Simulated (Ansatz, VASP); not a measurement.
# Two plane-wave programs on GaN

```
Ga N
1.0
     0.00000    2.13413    2.13413
     2.13413    0.00000    2.13413
     2.13413    2.13413    0.00000
Ga N
1 1
Direct
  0.00000 0.00000 0.00000
  0.50000 0.50000 0.50000
```

Alike in both runs: functional PBE; k mesh 16 × 16 × 16; occupations fermi-dirac, width 0.05 eV; no spin polarisation.

Ansatz relaxed the structure, and its values are those at the end. VASP's run is a single point on that final structure, the one shown.

|  | VASP | Ansatz |
| --- | --- | --- |
| version | VASP 6.6.1 | Ansatz 0.2.0 |
| potentials or method | VASP PAW PBE potentials, release 64 (Ga_d, N) | PAW with Ansatz's default frozen-core files, scalar-relativistic |
| plane-wave cutoff (eV) | 520 | 420 |
| valence electrons in the cell | 18 | 18 |

|  | VASP | Ansatz | Ansatz less VASP |
| --- | --- | --- | --- |
| pressure (GPa) | 0.8 | 0.0 | -0.77 |

The functional is the same, so the differences come from potentials, cutoffs and numerics.
